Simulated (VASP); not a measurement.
# Al3Pt (R-3m) in VASP: relaxation of cell and atoms with PBE

Aim: the relaxation of cell and atoms of Al3Pt with PBE.

Everything below comes from runs of VASP 6.6.1. Logs are shortened: lines on timing, memory, paths and dates and some standing lists are left out, and cuts for length are marked.

**1. The cell of the first run**

The structure is trigonal, space group R-3m (No. 166). Conventional cell: a = 4.386 Å, b = 4.386 Å, c = 13.139 Å, α = 90.00°, β = 90.00°, γ = 120.00°. Within 2.9 Å of Al (site symmetry 2/m) lie 2 Pt at 2.19 Å and 4 Al at 2.19 Å. Pt (site symmetry -3m) has 6 Al at 2.19 Å within 2.9 Å.

The cell was generated, and may not be a known phase.

**2. Relaxation of cell and atoms, PBE**

INCAR reads:

```
SYSTEM = Al3Pt
PREC = Accurate ; ENCUT = 600
EDIFF = 1E-6 ; ISMEAR = 0
SIGMA = 0.1 ; LREAL = .False.
LASPH = .True. ; NELM = 60
ALGO = Normal ; ISIF = 3
LWAVE = .False. ; LCHARG = .False.
GGA = PE ; IBRION = 2
NSW = 90 ; EDIFFG = -0.04
```

KPOINTS reads:

```
regular mesh
0
Gamma
  6 6 6
  0 0 0
```

POSCAR reads:

```
Al3Pt
1.0
    2.1930378200      1.2661509800      4.3795192600
   -2.1930378200      1.2661509800      4.3795192600
    0.0000000000     -2.5323019500      4.3795192600
Al Pt
3 1
Direct
    0.0000000000      0.0000000000      0.5000000000
    0.5000000000      0.0000000000      0.0000000000
    0.0000000000      0.5000000000      0.0000000000
    0.5000000000      0.5000000000      0.5000000000
```

Potentials or basis: VASP PAW PBE potentials, release 64 (Al, Pt).

Launch:

```console
$ cat potpaw_PBE.64/Al/POTCAR potpaw_PBE.64/Pt/POTCAR > POTCAR
$ mpirun -np 1 vasp_std > vasp.out
```

OUTCAR:

```text
SYSTEM = Al3Pt
   PREC = Accurate
   ENCUT = 600
   EDIFF = 1E-6
   ISMEAR = 0
   LREAL = .False.
   LASPH = .True.
   NELM = 60
   ISIF = 3
   GGA = PE
   IBRION = 2
   NSW = 90
   EDIFFG = -0.04

 ion  position               nearest neighbor table
   1  0.000  0.000  0.500-   4 2.19   4 2.19   3 2.19   2 2.19   2 2.19   3 2.19
   2  0.500  0.000  0.000-   3 2.19   3 2.19   1 2.19   4 2.19   1 2.19   4 2.19
   3  0.000  0.500  0.000-   2 2.19   2 2.19   1 2.19   1 2.19   4 2.19   4 2.19
   4  0.500  0.500  0.500-   1 2.19   1 2.19   2 2.19   2 2.19   3 2.19   3 2.19

  LATTYP: Found a trigonal (rhomboedric) cell.
 ALAT       =     5.0589269744
 COS(alpha) =     0.6241579068

  Lattice vectors:

 A1 = (   2.1930378200,   1.2661509800,   4.3795192600)
 A2 = (  -2.1930378200,   1.2661509800,   4.3795192600)
 A3 = (   0.0000000000,  -2.5323019500,   4.3795192600)

Analysis of symmetry for initial positions (statically):
=====================================================================
 Subroutine PRICEL returns:
 Original cell was already a primitive cell.

 Routine SETGRP: Setting up the symmetry group for a
 trigonal (rhombohedral) supercell.

 Subroutine GETGRP returns: Found 12 space group operations
 (whereof 12 operations were pure point group operations)
 out of a pool of 12 trial point group operations.

The static configuration has the point symmetry D_3d.

Analysis of symmetry for dynamics (positions and initial velocities):
=====================================================================
 Subroutine PRICEL returns:
 Original cell was already a primitive cell.

 Routine SETGRP: Setting up the symmetry group for a
 trigonal (rhombohedral) supercell.

 Subroutine GETGRP returns: Found 12 space group operations
 (whereof 12 operations were pure point group operations)
 out of a pool of 12 trial point group operations.

The dynamic configuration has the point symmetry D_3d.

 Subroutine INISYM returns: Found 12 space group operations
 (whereof 12 operations are pure point group operations),
 and found     1 'primitive' translations

----------------------------------------------------------------------------------------

                                     Primitive cell

  volume of cell :      72.9641

  direct lattice vectors                    reciprocal lattice vectors
     2.193037820  1.266150980  4.379519260     0.227994244  0.131632538  0.076111855
    -2.193037820  1.266150980  4.379519260    -0.227994244  0.131632538  0.076111855
     0.000000000 -2.532301950  4.379519260     0.000000000 -0.263265076  0.076111855

  length of vectors
     5.058926974  5.058926974  5.058926973     0.274046556  0.274046556  0.274046556

  position of ions in fractional coordinates (direct lattice)
[... 86 lines left out ...]
   NSW    =     90    number of steps for IOM
   IBRION =      2    ionic relax: 0-MD 1-quasi-New 2-CG
   NFREE  =      1    steps in history (QN), initial steepest desc. (CG)
   ISIF   =      3    stress and relaxation
   ISYM   =      2    0-nonsym 1-usesym 2-fastsym
   POTIM  = 0.5000    time-step for ionic-motion
   TEBEG  =    0.0;   TEEND  =   0.0 temperature during run
   PSTRESS=    0.0 pullay stress
   NELECT =      19.0000    total number of electrons
   NUPDOWN=      -1.0000    fix difference up-down
   EMIN   =  10.00;   EMAX   =-10.00  energy-range for DOS
   EFERMI =   0.00;   METHOD = LEGACY
   ISMEAR =     0;   SIGMA  =   0.10  broadening in eV -4-tet -1-fermi 0-gaus
   EFERMI_NEDOS =   21; number of points for ismear=-14 and -15
   IALGO  =     38    algorithm
   IMIX   =      4    mixing-type and parameters
     AMIX     =   0.40;   BMIX     =  1.00
     AMIX_MAG =   1.60;   BMIX_MAG =  1.00
  volume/ion in A,a.u.               =      18.24       123.10
  Fermi-wavevector in a.u.,A,eV,Ry     =   1.045417  1.975552 14.869765  1.092897
  Thomas-Fermi vector in A             =   2.180212
   LORBIT       =      0    0 simple, 1 ext, 2 COOP (PROOUT), +10 PAW based schemes
   GGA     = PE    functional components
   LHFCALC =     F    Hartree Fock is set to
   AEXX    =    0.0000 exact exchange contribution
   IVDW    =     0    specifies the selected vdW correction
   LEPSILON=     F    determine dielectric tensor
   LRPA    =     F    only Hartree local field effects (RPA)
 conjugate gradient relaxation of ions
 non-spin polarized calculation
 Gauss-broadening in eV      SIGMA  =   0.10
  energy-cutoff  :      600.00
  volume of cell :       72.96
 maximum number of plane-waves:      2460
   NGX = 21   NGY = 21   NGZ = 21

--------------------------------------- Ionic step        1  -------------------------------------------

 number of electron      19.0000001 magnetization

 Free energy of the ion-electron system (eV)
  ---------------------------------------------------
  ext. energy  EPLUGINS =         0.00000000
  ---------------------------------------------------
  free energy    TOTEN  =       -10.60426493 eV

  energy without entropy =      -10.60149396  energy(sigma->0) =      -10.60287945

------------------------ aborting loop because EDIFF is reached ----------------------------------------

  FORCE on cell =-STRESS in cart. coord.  units (eV):
  Direction    XX          YY          ZZ          XY          YZ          ZX
  --------------------------------------------------------------------------------------
  -------------------------------------------------------------------------------------
  Total       50.1442764     50.1442765     -0.1049941      0.0000000     -0.0000000      0.0000000
  in kB     1101.0895590   1101.0895607     -2.3055048      0.0000000     -0.0000000      0.0000000
  external PRESSURE =     733.2912050 kB  Pullay stress =       0.0000000 kB
[... 872 lines left out ...]
      2      -1.0978      2.00000
      3       0.0072      2.00000
      4       1.3590      2.00000
      5       1.8368      2.00000
      6       2.0808      2.00000
      7       2.7207      2.00000
      8       3.4279      2.00000
      9       4.4613      2.00000
     10       4.9935      2.00000
     11       7.4785      0.00000
     12       7.6914      0.00000
     13       9.9455      0.00000

 [... further k-points ...]

[... ionic steps 4 to 33 ...]

--------------------------------------- Ionic step       34  -------------------------------------------

 number of electron      19.0000000 magnetization

 E-fermi :  10.0129     XC(G=0): -11.2280
[... 464 lines left out ...]
--------------------------------------- Ionic step       36  -------------------------------------------

 number of electron      19.0000000 magnetization

 Free energy of the ion-electron system (eV)
  ---------------------------------------------------
  ext. energy  EPLUGINS =         0.00000000
  ---------------------------------------------------
  free energy    TOTEN  =       -19.15714135 eV

  energy without entropy =      -19.14946849  energy(sigma->0) =      -19.15330492

 E-fermi :   9.9480     XC(G=0): -11.2023

 val. band max:        9.9174841387   @ k =   0.1667  -0.0000   0.0000
 cond. band min:       9.9525419732   @ k =   0.5000   0.0000   0.0000
 fundamental gap:      0.0350578345
 Fermi energy:         9.9480349464
[... 415 lines left out ...]
  FREE ENERGIE OF THE ION-ELECTRON SYSTEM (eV)
  ---------------------------------------------------
  free  energy   TOTEN  =       -19.1571413501 eV

  energy  without entropy=      -19.1494684862  energy(sigma->0) =      -19.15330492

 reached required accuracy - stopping structural energy minimisation
```

OSZICAR:

```text
N       E                     dE             d eps       ncg     rms          rms(c)
DAV:   1     0.976737693762E+02    0.97674E+02   -0.86063E+03   832   0.135E+03
DAV:   2    -0.886137634555E+01   -0.10654E+03   -0.10081E+03   977   0.232E+02
DAV:   3    -0.125920699133E+02   -0.37307E+01   -0.36706E+01  1062   0.454E+01
DAV:   4    -0.126502533023E+02   -0.58183E-01   -0.57564E-01  1001   0.635E+00
[... 365 lines left out ...]
DAV:   2    -0.191574466253E+02    0.11167E-02   -0.55605E-03   927   0.754E-01    0.965E-02
DAV:   3    -0.191572208658E+02    0.22576E-03   -0.59374E-04   917   0.249E-01    0.430E-02
DAV:   4    -0.191571417494E+02    0.79116E-04   -0.17468E-04   917   0.106E-01    0.821E-03
DAV:   5    -0.191571416970E+02    0.52413E-07   -0.11062E-05   932   0.300E-02    0.543E-03
DAV:   6    -0.191571413501E+02    0.34692E-06   -0.89200E-07   431   0.907E-03
  36 F= -.19157141E+02 E0= -.19153305E+02  d E =-.259819E-02
```

Wall time 27 min (1 thread of Intel Xeon 8259CL, shared host); peak memory 0.3 GiB.

Results:

```
Free energy                           : -19.1571 eV
Relaxed volume                        : 15.27 Å³/atom
Relaxed cell                          : a = 3.940 Å, b = 3.940 Å, c = 3.940 Å, α = 88.25°, β = 88.25°, γ = 88.25°
Space group after relaxing (to 0.1 Å) : R-3m (No. 166)
Pressure after relaxing               : 0.1 GPa
```

Final structure:
```cif
data_structure
_symmetry_space_group_name_H-M 'P 1'
_symmetry_Int_Tables_number 1
_cell_length_a 3.9401
_cell_length_b 3.9401
_cell_length_c 3.9401
_cell_angle_alpha 88.251
_cell_angle_beta 88.251
_cell_angle_gamma 88.251
_cell_volume 61.08
loop_
_atom_site_label
_atom_site_type_symbol
_atom_site_fract_x
_atom_site_fract_y
_atom_site_fract_z
_atom_site_occupancy
Al1 Al 0.00000 0.00000 0.50000 1
Al2 Al 0.50000 0.00000 0.00000 1
Al3 Al 0.00000 0.50000 0.00000 1
Pt1 Pt 0.50000 0.50000 0.50000 1
```

Caveat: the volume moved by over 15 % at a fixed basis, so the end points are rough; the highest band is partly filled, so the run has too few bands; spin-orbit coupling is left out, which moves the levels of the heavy elements.
